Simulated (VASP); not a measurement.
Write the native input for VASP 6.6.1 that does the following.

* Task: single point
* Functional: PBE
* Potentials or basis: VASP PAW PBE potentials, release 64 (Cr_pv)
* Cutoff: 520 eV
* k mesh: 15 × 15 × 15
* Occupations: methfessel-paxton, width 0.1 eV
* Spin: no spin polarisation
* Dipole correction: no
* Further INCAR settings: ALGO = Normal; EDIFF = 1e-06; NBANDS = 12

The structure of Cr lies in POSCAR:

```
Cr
1.0
   -1.4243177237      1.4243177237      1.4243177237
    1.4243177237     -1.4243177237      1.4243177237
    1.4243177237      1.4243177237     -1.4243177237
Cr
1
Direct
    0.0000000000      0.0000000000      0.0000000000
```

The input as run:

INCAR

```
PREC = Accurate ; ENCUT = 520
EDIFF = 1E-6 ; ISMEAR = 1
SIGMA = 0.1 ; LREAL = False
LASPH = True ; NELM = 80
ALGO = Normal ; ISIF = 2
LWAVE = False ; LCHARG = False
GGA = PE ; NBANDS = 12
```

KPOINTS

```
Automatic mesh
0
Gamma
  15 15 15
```

Potentials or basis: VASP PAW PBE potentials, release 64 (Cr_pv).

Launch:

```console
$ cat potpaw_PBE.64/Cr_pv/POTCAR > POTCAR
$ mpirun -np 1 vasp_std > vasp.out
```

It gave:

```json
{
  "Pressure": "-0.8 GPa",
  "Band gap on the k mesh": "zero (band 6 reaches 13.29 eV, above the bottom of band 7 at 10.07 eV)"
}
```

Caveat: the run has no spin polarisation, though such a crystal can be magnetic.

It took 8.1 s on 1 thread of Intel Xeon 6975P-C, on a shared host, peak memory 0.13 GiB.
